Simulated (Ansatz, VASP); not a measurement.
# CsH in VASP and in Ansatz

POSCAR

```
CsH
1.0
    3.8184085400      0.0000000000      0.0000000000
    0.0000000000      3.8184085400      0.0000000000
    0.0000000000      0.0000000000      3.8184085400
Cs H
1 1
Direct
    0.0000000000      0.0000000000      0.0000000000
    0.5000000000      0.5000000000      0.5000000000
```

Contents of INCAR.step1:

```
SYSTEM = CsH
PREC = Accurate ; ENCUT = 600
ISMEAR = -1 ; SIGMA = 0.1
LREAL = .False. ; LASPH = .True.
NELM = 100 ; GGA = PE
ALGO = Normal ; EDIFF = 1E-4
LWAVE = .True. ; LCHARG = .False.
```

The input INCAR.step2:

```
SYSTEM = CsH
PREC = Accurate ; ENCUT = 600
EDIFF = 1E-6 ; ISMEAR = -1
SIGMA = 0.1 ; LREAL = .False.
LASPH = .True. ; NELM = 100
ALGO = Normal ; ISIF = 3
LWAVE = .False. ; LCHARG = .False.
METAGGA = R2SCAN ; LMIXTAU = .True.
IBRION = 2 ; NSW = 100
EDIFFG = -0.002 ; ISTART = 1
```

File KPOINTS:

```
Automatic mesh
0
Gamma
  10 10 10
  0 0 0
```

Input for Ansatz:

```yaml
crystal:
  lattice:
    - [3.81840854, 0.0, 0.0]
    - [0.0, 3.81840854, 0.0]
    - [0.0, 0.0, 3.81840854]
  atoms:
    - { symbol: Cs, position: [0.0, 0.0, 0.0] }
    - { symbol: H, position: [0.5, 0.5, 0.5] }
kpoints:
  mp_grid: { grid: [10, 10, 10] }
scf:
  occupations: { method: fermi_dirac, width: 0.1 }
hamiltonian:
  xc: r2scan
  pseudopotentials: { kind: paw }
relax:
  f_tol: 0.002
  max_steps: 80
  cell: {}
output:
  forces: true
  stress: true
  write_density: true
  write_potential: true
  elf: true
  volumetric_format: npy
```

Alike in both runs: task relaxation of cell and atoms; functional r2SCAN; k mesh 10 × 10 × 10; occupations fermi-dirac, width 0.1 eV; no spin polarisation.

|  | VASP | Ansatz |
| --- | --- | --- |
| version | VASP 6.6.1 | Ansatz 0.2.0 |
| potentials or method | VASP PAW PBE potentials, release 64 (Cs_sv, H) | PAW with Ansatz's default frozen-core files, scalar-relativistic |
| plane-wave cutoff (eV) | 600 | 500 |
| valence electrons in the cell | 10 | 10 |

VASP gave:

```
relaxed volume (Å³/atom)                                     : 27.92
relaxed cell length with the largest relative difference (Å) : 3.822
```

Problem. Estimate Ansatz's values.

Solution. Relaxed volume (Å³/atom): 27.84; relaxed cell length with the largest relative difference (Å): 3.818.

VASP's potentials were made for PBE, not for r2SCAN.

Neither program's run includes spin-orbit coupling.
